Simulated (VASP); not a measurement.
# TiC (Fm-3m) in VASP: notebook, part 2 of 2

VASP 6.6.1. Earlier steps stand in the parts before.

## 3. Single point, PBE

INCAR

```
SYSTEM = TiC
PREC = Accurate
ENCUT = 520
EDIFF = 1E-6
ISMEAR = 0
SIGMA = 0.022
LREAL = .FALSE.
LASPH = .TRUE.
NELM = 80
ALGO = Normal
ISIF = 2
LWAVE = .FALSE.
LCHARG = .FALSE.
GGA = PE
NBANDS = 15
```

KPOINTS

```
Automatic mesh
0
G
  11 11 11
  0 0 0
```

POSCAR

```
TiC
1.0
    0.0000000000      2.1657188437      2.1657188437
    2.1657188437      0.0000000000      2.1657188437
    2.1657188437      2.1657188437      0.0000000000
Ti C
1 1
Direct
    0.0000000000      0.0000000000      0.0000000000
    0.5000000000      0.5000000000      0.5000000000
```

Potentials or basis: VASP PAW PBE potentials, release 64 (Ti_sv, C).

Launch:

```sh
$ cat potpaw_PBE.64/Ti_sv/POTCAR potpaw_PBE.64/C/POTCAR > POTCAR
$ mpirun -np 1 vasp_std > vasp.out
```

OUTCAR:

```text
SYSTEM = TiC
   PREC = Accurate
   ENCUT = 520
   EDIFF = 1E-6
   ISMEAR = 0
   LREAL = .FALSE.
   LASPH = .TRUE.
   NELM = 80
   ISIF = 2
   GGA = PE

 ion  position               nearest neighbor table
   1  0.000  0.000  0.000-   2 2.17   2 2.17   2 2.17   2 2.17   2 2.17   2 2.17
   2  0.500  0.500  0.500-   1 2.17   1 2.17   1 2.17   1 2.17   1 2.17   1 2.17

  LATTYP: Found a face centered cubic cell.
 ALAT       =     4.3314376874

  Lattice vectors:

 A1 = (   0.0000000000,   2.1657188437,   2.1657188437)
 A2 = (   2.1657188437,   0.0000000000,   2.1657188437)
 A3 = (   2.1657188437,   2.1657188437,   0.0000000000)

Analysis of symmetry for initial positions (statically):
=====================================================================
 Subroutine PRICEL returns:
 Original cell was already a primitive cell.

 Routine SETGRP: Setting up the symmetry group for a
 face centered cubic supercell.

 Subroutine GETGRP returns: Found 48 space group operations
[... 9 lines left out ...]

 Routine SETGRP: Setting up the symmetry group for a
 face centered cubic supercell.

 Subroutine GETGRP returns: Found 48 space group operations
[... 11 lines left out ...]
                                     Primitive cell

  volume of cell :      20.3159

  direct lattice vectors                    reciprocal lattice vectors
     0.000000000  2.165718844  2.165718844    -0.230870227  0.230870227  0.230870227
     2.165718844  0.000000000  2.165718844     0.230870227 -0.230870227  0.230870227
     2.165718844  2.165718844  0.000000000     0.230870227  0.230870227 -0.230870227

  length of vectors
     3.062788961  3.062788961  3.062788961     0.399878962  0.399878962  0.399878962

  position of ions in fractional coordinates (direct lattice)
[... 8 lines left out ...]
----------------------------------------------------------------------------------------

 KPOINTS: Automatic mesh

Automatic generation of k-mesh.
 Grid dimensions read from file:
 generate k-points for:   11   11   11

 Generating k-lattice:

  Cartesian coordinates                     Fractional coordinates (reciprocal lattice)
[... 85 lines left out ...]
   GGA     = PE    functional components
   LHFCALC =     F    Hartree Fock is set to
   AEXX    =    0.0000 exact exchange contribution
   IVDW    =     0    specifies the selected vdW correction
   LEPSILON=     F    determine dielectric tensor
   LRPA    =     F    only Hartree local field effects (RPA)
 non-spin polarized calculation
 Gauss-broadening in eV      SIGMA  =   0.02
  energy-cutoff  :      520.00
  volume of cell :       20.32
 maximum number of plane-waves:       560
   NGX = 11   NGY = 11   NGZ = 11

 number of electron      16.0000000 magnetization

 Free energy of the ion-electron system (eV)
  ---------------------------------------------------
  ext. energy  EPLUGINS =         0.00000000
  ---------------------------------------------------
  free energy    TOTEN  =       -18.70886431 eV

  energy without entropy =      -18.70862212  energy(sigma->0) =      -18.70874321

 E-fermi :   9.5534     XC(G=0): -12.6980

 val. band max:        9.3402510069   @ k =   0.4545   0.4545   0.0000
 cond. band min:       9.5670183583   @ k =   0.0909   0.0000   0.0000
 fundamental gap:      0.2267673514
 Fermi energy:         9.5534367516

 k-point     1 :       0.0000    0.0000    0.0000
  band No.  band energies     occupation
      1     -47.1786      2.00000
      2     -23.2026      2.00000
      3     -23.2026      2.00000
      4     -23.2026      2.00000
      5      -2.9843      2.00000
      6      10.1047      0.00000
      7      10.1047      0.00000
      8      10.1047      0.00000
      9      11.0901      0.00000
     10      11.0901      0.00000
     11      11.0901      0.00000
     12      11.1238      0.00000
     13      11.1238      0.00000
     14      19.8949      0.00000
[... 401 lines left out ...]
      2     -23.4741      2.00000
      3     -23.3095      2.00000
      4     -23.2224      2.00000
      5      -1.2646      2.00000
      6       6.1674      2.00000
      7       7.2483      2.00000
      8       7.4806      2.00000
      9      10.9575      0.00000
     10      12.0617      0.00000
     11      12.9815      0.00000
     12      13.7699      0.00000
     13      16.6608      0.00000
     14      21.1958      0.00000
     15      22.8988      0.00000

 [... further k-points ...]
[... 5 lines left out ...]
  --------------------------------------------------------------------------------------
  -------------------------------------------------------------------------------------
  Total        0.0626825      0.0626825      0.0626825      0.0000000     -0.0000000      0.0000000
  in kB        4.9433444      4.9433444      4.9433444      0.0000000     -0.0000000      0.0000000
  external PRESSURE =       4.9433444 kB  Pullay stress =       0.0000000 kB

 VOLUME and BASIS-vectors are now :
 -----------------------------------------------------------------------------
  energy-cutoff  :      520.00
  volume of cell :       20.32
      direct lattice vectors                 reciprocal lattice vectors
     0.000000000  2.165718844  2.165718844    -0.230870227  0.230870227  0.230870227
     2.165718844  0.000000000  2.165718844     0.230870227 -0.230870227  0.230870227
     2.165718844  2.165718844  0.000000000     0.230870227  0.230870227 -0.230870227

 POSITION                                       TOTAL-FORCE (eV/Angst)
 -----------------------------------------------------------------------------------
      0.00000      0.00000      0.00000         0.000000      0.000000     -0.000000
      2.16572      2.16572      2.16572        -0.000000     -0.000000      0.000000
 -----------------------------------------------------------------------------------
    total drift:                                0.000000     -0.000000     -0.000000

  FREE ENERGIE OF THE ION-ELECTRON SYSTEM (eV)
  ---------------------------------------------------
  free  energy   TOTEN  =       -18.7088643089 eV

  energy  without entropy=      -18.7086221199  energy(sigma->0) =      -18.70874321
```

OSZICAR:

```text
N       E                     dE             d eps       ncg     rms          rms(c)
DAV:   1     0.117871007414E+03    0.11787E+03   -0.81124E+03  1687   0.127E+03
DAV:   2    -0.167726364103E+02   -0.13464E+03   -0.12592E+03  1841   0.339E+02
DAV:   3    -0.240196613352E+02   -0.72470E+01   -0.71143E+01  2068   0.783E+01
DAV:   4    -0.243165267784E+02   -0.29687E+00   -0.29664E+00  2229   0.141E+01
DAV:   5    -0.243221768863E+02   -0.56501E-02   -0.56494E-02  2100   0.177E+00    0.183E+01
DAV:   6    -0.193290868562E+02    0.49931E+01   -0.11853E+01  2349   0.563E+01    0.693E+00
DAV:   7    -0.187451551107E+02    0.58393E+00   -0.21548E+00  1988   0.207E+01    0.490E+00
DAV:   8    -0.187216841640E+02    0.23471E-01   -0.10650E-01  1884   0.339E+00    0.343E+00
DAV:   9    -0.187123780790E+02    0.93061E-02   -0.99563E-02  2271   0.439E+00    0.748E-01
DAV:  10    -0.187110732372E+02    0.13048E-02   -0.11831E-02  2157   0.139E+00    0.648E-01
DAV:  11    -0.187090357400E+02    0.20375E-02   -0.26451E-03  1932   0.747E-01    0.201E-01
DAV:  12    -0.187088712021E+02    0.16454E-03   -0.32691E-04  2245   0.245E-01    0.381E-02
DAV:  13    -0.187088644259E+02    0.67762E-05   -0.43918E-05  1862   0.645E-02    0.660E-03
DAV:  14    -0.187088643089E+02    0.11700E-06   -0.11248E-06  1666   0.119E-02
   1 F= -.18708864E+02 E0= -.18708743E+02  d E =-.242189E-03
```

stdout:

```text
POSCAR found type information on POSCAR TiC
 POSCAR found :  2 types and       2 ions
 scaLAPACK will be used
 LDA part: xc-table for (Slater+PW92), standard interpolation
 POSCAR, INCAR and KPOINTS ok, starting setup
 FFT: planning ... GRIDC
 FFT: planning ... GRID_SOFT
 FFT: planning ... GRID
 WAVECAR not read
 entering main loop
```

Wall time 36 s (1 thread of AMD EPYC 7R13, shared host); peak memory 0.12 GiB.

What came out:

| Item | Value |
| --- | --- |
| Free energy | -18.7089 eV |
| Pressure | 0.5 GPa |
| Band gap on the k mesh | zero (band 8 reaches 10.10 eV, above the bottom of band 9 at 9.00 eV) |
